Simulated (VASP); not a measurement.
# Li (Fd-3m) in VASP: further runs

The runs below take Li through single point, relaxation of cell and atoms, with PBE.

Program: VASP 6.6.1. These are calculated values, not measurements. Logs are shortened: lines on timing, memory, paths and dates and some standing lists are left out, and cuts for length are marked.

## Step 1: The cell of the first run

Symmetry: Fd-3m, No. 227, cubic system. Conventional cell: a = 5.773 Å, b = 5.773 Å, c = 5.773 Å, α = 90.00°, β = 90.00°, γ = 90.00°. Within 3.3 Å of Li (site symmetry -43m) lie 4 Li at 2.50 Å.

## Step 2: Single point, PBE

INCAR reads:

```
ALGO = Normal ; EDIFF = 1E-6
ENCUT = 520 ; GGA = PE
ISIF = 2 ; ISMEAR = -1
LASPH = True ; LCHARG = False
LREAL = False ; LWAVE = False
NBANDS = 10 ; NELM = 80
PREC = Accurate ; SIGMA = 0.1
```

KPOINTS reads:

```
k-points
0
Gamma
  12 12 12
```

POSCAR reads:

```
Li
1.0
    0.0000000000      2.8863292185      2.8863292185
    2.8863292185      0.0000000000      2.8863292185
    2.8863292185      2.8863292185      0.0000000000
Li
2
Direct
   -0.1250000000     -0.1250000000     -0.1250000000
    0.1250000000      0.1250000000      0.1250000000
```

Potentials or basis: VASP PAW PBE potentials, release 64 (Li_sv).

Launch:

```console
$ cat potpaw_PBE.64/Li_sv/POTCAR > POTCAR
$ mpirun -np 1 vasp_std > vasp.out
```

OUTCAR:

```text
EDIFF = 1E-6
   ENCUT = 520
   GGA = PE
   ISIF = 2
   ISMEAR = -1
   LASPH = True
   LREAL = False
   NELM = 80
   PREC = Accurate

 ion  position               nearest neighbor table
   1  0.875  0.875  0.875-   2 2.50   2 2.50   2 2.50   2 2.50
   2  0.125  0.125  0.125-   1 2.50   1 2.50   1 2.50   1 2.50

  LATTYP: Found a face centered cubic cell.
 ALAT       =     5.7726584370

  Lattice vectors:

 A1 = (   0.0000000000,   2.8863292185,   2.8863292185)
 A2 = (   2.8863292185,   0.0000000000,   2.8863292185)
 A3 = (   2.8863292185,   2.8863292185,   0.0000000000)

Analysis of symmetry for initial positions (statically):
=====================================================================
 Subroutine PRICEL returns:
 Original cell was already a primitive cell.

 Routine SETGRP: Setting up the symmetry group for a
 face centered cubic supercell.

 Subroutine GETGRP returns: Found 48 space group operations
 (whereof 12 operations were pure point group operations)
 out of a pool of 48 trial point group operations.

The static configuration has the point symmetry D_3d.
 The point group associated with its full space group is O_h .

Analysis of symmetry for dynamics (positions and initial velocities):
=====================================================================
 Subroutine PRICEL returns:
 Original cell was already a primitive cell.

 Routine SETGRP: Setting up the symmetry group for a
 face centered cubic supercell.

 Subroutine GETGRP returns: Found 48 space group operations
 (whereof 12 operations were pure point group operations)
 out of a pool of 48 trial point group operations.

The dynamic configuration has the point symmetry D_3d.
 The point group associated with its full space group is O_h .

 Subroutine INISYM returns: Found 48 space group operations
 (whereof 12 operations are pure point group operations),
 and found     1 'primitive' translations

----------------------------------------------------------------------------------------

                                     Primitive cell

  volume of cell :      48.0914

  direct lattice vectors                    reciprocal lattice vectors
     0.000000000  2.886329218  2.886329218    -0.173230412  0.173230412  0.173230412
     2.886329218  0.000000000  2.886329218     0.173230412 -0.173230412  0.173230412
     2.886329218  2.886329218  0.000000000     0.173230412  0.173230412 -0.173230412

  length of vectors
     4.081885926  4.081885926  4.081885926     0.300043875  0.300043875  0.300043875

  position of ions in fractional coordinates (direct lattice)
     0.875000000  0.875000000  0.875000000
     0.125000000  0.125000000  0.125000000

  ion indices of the primitive-cell ions
   primitive index   ion index
                 1           1
                 2           2

----------------------------------------------------------------------------------------

 KPOINTS: k-points

Automatic generation of k-mesh.
 Grid dimensions read from file:
 generate k-points for:   12   12   12

 Generating k-lattice:

  Cartesian coordinates                     Fractional coordinates (reciprocal lattice)
    -0.014435868  0.014435868  0.014435868     0.083333333  0.000000000  0.000000000
     0.014435868 -0.014435868  0.014435868     0.000000000  0.083333333  0.000000000
     0.014435868  0.014435868 -0.014435868     0.000000000  0.000000000  0.083333333

  Length of vectors
     0.025003656  0.025003656  0.025003656

  Shift w.r.t. Gamma in fractional coordinates (k-lattice)
     0.000000000  0.000000000  0.000000000

 Subroutine IBZKPT returns following result:
 ===========================================

 Found     72 irreducible k-points:

 Following reciprocal coordinates:
            Coordinates               Weight
  0.000000  0.000000  0.000000      1.000000
  0.083333  0.000000  0.000000      8.000000
  0.166667  0.000000  0.000000      8.000000
  0.250000  0.000000  0.000000      8.000000
  0.333333  0.000000  0.000000      8.000000
  0.416667  0.000000  0.000000      8.000000
[... 16 lines left out ...]
  0.500000  0.166667  0.000000     24.000000
 -0.416667  0.166667  0.000000     24.000000
 [... further k-points ...]
   k-points           NKPTS =     72   k-points in BZ     NKDIM =     72   number of bands    NBANDS=     10
   number of dos      NEDOS =    301   number of ions     NIONS =      2
   total plane-waves  NPLWV =  27000
   dimension x,y,z NGX =    30 NGY =   30 NGZ =   30
   dimension x,y,z NGXF=    60 NGYF=   60 NGZF=   60
   ions per type =               2
   NGX,Y,Z   is equivalent  to a cutoff of  12.22, 12.22, 12.22 a.u.
   NGXF,Y,Z  is equivalent  to a cutoff of  24.44, 24.44, 24.44 a.u.
 SYSTEM =  unknown system
   PREC   = accura    normal or accurate (medium, high low for compatibility)
   ISTART =      0    job   : 0-new  1-cont  2-samecut
   ICHARG =      2    charge: 1-file 2-atom 10-const
   ISPIN  =      1    spin polarized calculation?
   LNONCOLLINEAR =      F non collinear calculations
   LSORBIT =      F    spin-orbit coupling
   LASPH  =      T    aspherical Exc in radial PAW
   ENCUT  =  520.0 eV  38.22 Ry    6.18 a.u.   7.59  7.59  7.59*2*pi/ulx,y,z
   NELM   =     80;   NELMIN=  2; NELMDL= -5     # of ELM steps
   EDIFF  = 0.1E-05   stopping-criterion for ELM
   LREAL  =      F    real-space projection
   EDIFFG = 0.1E-04   stopping-criterion for IOM
   NSW    =      0    number of steps for IOM
   IBRION =     -1    ionic relax: 0-MD 1-quasi-New 2-CG
   NFREE  =      0    steps in history (QN), initial steepest desc. (CG)
   ISIF   =      2    stress and relaxation
   ISYM   =      2    0-nonsym 1-usesym 2-fastsym
   POTIM  = 0.5000    time-step for ionic-motion
   TEBEG  =    0.0;   TEEND  =   0.0 temperature during run
   PSTRESS=    0.0 pullay stress
   NELECT =       6.0000    total number of electrons
   NUPDOWN=      -1.0000    fix difference up-down
   EMIN   =  10.00;   EMAX   =-10.00  energy-range for DOS
   EFERMI =   0.00;   METHOD = LEGACY
   ISMEAR =    -1;   SIGMA  =   0.10  broadening in eV -4-tet -1-fermi 0-gaus
   EFERMI_NEDOS =   21; number of points for ismear=-14 and -15
   IALGO  =     38    algorithm
   IMIX   =      4    mixing-type and parameters
     AMIX     =   0.40;   BMIX     =  1.00
     AMIX_MAG =   1.60;   BMIX_MAG =  1.00
  volume/ion in A,a.u.               =      24.05       162.27
  Fermi-wavevector in a.u.,A,eV,Ry     =   0.818030  1.545853  9.104659  0.669174
  Thomas-Fermi vector in A             =   1.928584
   LORBIT       =      0    0 simple, 1 ext, 2 COOP (PROOUT), +10 PAW based schemes
   GGA     = PE    functional components
   LHFCALC =     F    Hartree Fock is set to
   AEXX    =    0.0000 exact exchange contribution
   IVDW    =     0    specifies the selected vdW correction
   LEPSILON=     F    determine dielectric tensor
   LRPA    =     F    only Hartree local field effects (RPA)
 non-spin polarized calculation
  energy-cutoff  :      520.00
  volume of cell :       48.09
 maximum number of plane-waves:      1314
   NGX = 15   NGY = 15   NGZ = 15

 number of electron       6.0000008 magnetization

 Free energy of the ion-electron system (eV)
  ---------------------------------------------------
  ext. energy  EPLUGINS =         0.00000000
  ---------------------------------------------------
  free energy    TOTEN  =        -2.78957018 eV

  energy without entropy =       -2.76453750  energy(sigma->0) =       -2.77705384

 E-fermi :   0.3806     XC(G=0):  -6.6217

 val. band max:        0.3427176025   @ k =  -0.3333   0.4167   0.1667
 cond. band min:       0.3922760190   @ k =  -0.4167   0.1667   0.0000
 fundamental gap:      0.0495584165
 Fermi energy:         0.3806347561

 k-point     1 :       0.0000    0.0000    0.0000
  band No.  band energies     occupation
      1     -47.4008      2.00000
      2     -47.3067      2.00000
      3      -3.0887      2.00000
      4       6.1688      0.00000
      5       6.1689      0.00000
      6       6.1689      0.00000
      7       7.3053      0.00000
      8       7.3054      0.00000
      9       7.3054      0.00000
     10      12.2124      0.00000

 k-point     2 :       0.0833    0.0000    0.0000
  band No.  band energies     occupation
      1     -47.3995      2.00000
      2     -47.3079      2.00000
      3      -3.0167      2.00000
      4       5.3177      0.00000
      5       5.9041      0.00000
      6       5.9042      0.00000
      7       7.6392      0.00000
      8       7.6393      0.00000
      9       8.0393      0.00000
     10      11.4984      0.00000

 k-point     3 :       0.1667    0.0000    0.0000
  band No.  band energies     occupation
      1     -47.3960      2.00000
      2     -47.3113      2.00000
      3      -2.8016      2.00000
      4       4.0584      0.00000
      5       5.4897      0.00000
      6       5.4898      0.00000
      7       8.1390      0.00000
      8       8.1390      0.00000
      9       8.9499      0.00000
     10      10.7402      0.00000

 k-point     4 :       0.2500    0.0000    0.0000
  band No.  band energies     occupation
      1     -47.3908      2.00000
      2     -47.3165      2.00000
      3      -2.4460      2.00000
      4       2.8120      0.00000
      5       5.1486      0.00000
      6       5.1487      0.00000
      7       8.2499      0.00000
      8       8.2500      0.00000
      9       9.6483      0.00000
     10      10.1742      0.00000

 k-point     5 :       0.3333    0.0000    0.0000
  band No.  band energies     occupation
      1     -47.3846      2.00000
      2     -47.3224      2.00000
      3      -1.9571      2.00000
      4       1.6582      0.00001
      5       4.9137      0.00000
      6       4.9138      0.00000
      7       7.9911      0.00000
      8       7.9912      0.00000
      9       9.7873      0.00000
     10      10.1287      0.00000

 k-point     6 :       0.4167    0.0000    0.0000
  band No.  band energies     occupation
      1     -47.3792      2.00000
      2     -47.3277      2.00000
      3      -1.3669      2.00000
      4       0.6596      0.11573
      5       4.7808      0.00000
      6       4.7809      0.00000
      7       7.7274      0.00000
      8       7.7274      0.00000
      9       9.5629      0.00000
     10      10.4154      0.00000
[... 183 lines left out ...]
 k-point    21 :       0.3333    0.1667    0.0000
  band No.  band energies     occupation
      1     -47.3846      2.00000
      2     -47.3224      2.00000
      3      -2.0331      2.00000
      4       2.5729      0.00000
      5       3.8775      0.00000
      6       4.6449      0.00000
      7       7.0226      0.00000
      8       8.3774      0.00000
      9       9.9522      0.00000
     10      10.8968      0.00000

 k-point    22 :       0.4167    0.1667    0.0000
  band No.  band energies     occupation
      1     -47.3785      2.00000
      2     -47.3284      2.00000
      3      -1.4979      2.00000
      4       1.5064      0.00003
      5       3.8149      0.00000
      6       4.1292      0.00000
      7       6.8905      0.00000
      8       9.2659      0.00000
      9       9.5529      0.00000
     10      11.4201      0.00000

 k-point    23 :       0.5000    0.1667    0.0000
  band No.  band energies     occupation
      1     -47.3737      2.00000
      2     -47.3330      2.00000
      3      -0.8875      1.99999
      4       0.5959      0.20823
      5       3.7031      0.00000
      6       3.9096      0.00000
      7       6.9123      0.00000
      8       9.1489      0.00000
      9      10.1121      0.00000
     10      11.6195      0.00000

 k-point    24 :      -0.4167    0.1667    0.0000
  band No.  band energies     occupation
      1     -47.3731      2.00000
      2     -47.3337      2.00000
      3      -0.7252      1.99997
      4       0.3923      0.94186
      5       3.4049      0.00000
      6       4.1543      0.00000
      7       7.0908      0.00000
      8       8.8571      0.00000
      9      10.6415      0.00000
     10      11.5235      0.00000

 [... further k-points ...]
[... 5 lines left out ...]
  --------------------------------------------------------------------------------------
  -------------------------------------------------------------------------------------
  Total        0.1019552      0.1019552      0.1019552     -0.0000000     -0.0000000     -0.0000000
  in kB        3.3966625      3.3966625      3.3966625     -0.0000000     -0.0000000     -0.0000000
  external PRESSURE =       3.3966625 kB  Pullay stress =       0.0000000 kB

 VOLUME and BASIS-vectors are now :
 -----------------------------------------------------------------------------
  energy-cutoff  :      520.00
  volume of cell :       48.09
      direct lattice vectors                 reciprocal lattice vectors
     0.000000000  2.886329218  2.886329218    -0.173230412  0.173230412  0.173230412
     2.886329218  0.000000000  2.886329218     0.173230412 -0.173230412  0.173230412
     2.886329218  2.886329218  0.000000000     0.173230412  0.173230412 -0.173230412

 POSITION                                       TOTAL-FORCE (eV/Angst)
 -----------------------------------------------------------------------------------
      5.05108      5.05108      5.05108         0.000000      0.000000      0.000000
      0.72158      0.72158      0.72158        -0.000000     -0.000000     -0.000000
 -----------------------------------------------------------------------------------
    total drift:                                0.000000      0.000000      0.000000

  FREE ENERGIE OF THE ION-ELECTRON SYSTEM (eV)
  ---------------------------------------------------
  free  energy   TOTEN  =        -2.7895701835 eV

  energy  without entropy=       -2.7645374970  energy(sigma->0) =       -2.77705384
```

Run time: 11 s. Hardware: 1 thread of Intel Xeon 6975P-C (Granite Rapids), shared host; peak memory 0.17 GiB.

What came out:

| Property | Result |
| --- | --- |
| Free energy | -2.7896 eV |
| Band gap on the k mesh | zero (band 3 reaches 0.94 eV, above the bottom of band 4 at 0.10 eV) |

Caveat: the cutoff is under 1.25 times the usual one of these potentials, so pressure, stress and relaxed cells hold a basis-set (Pulay) error.

(Continued in part 2 of 2.)
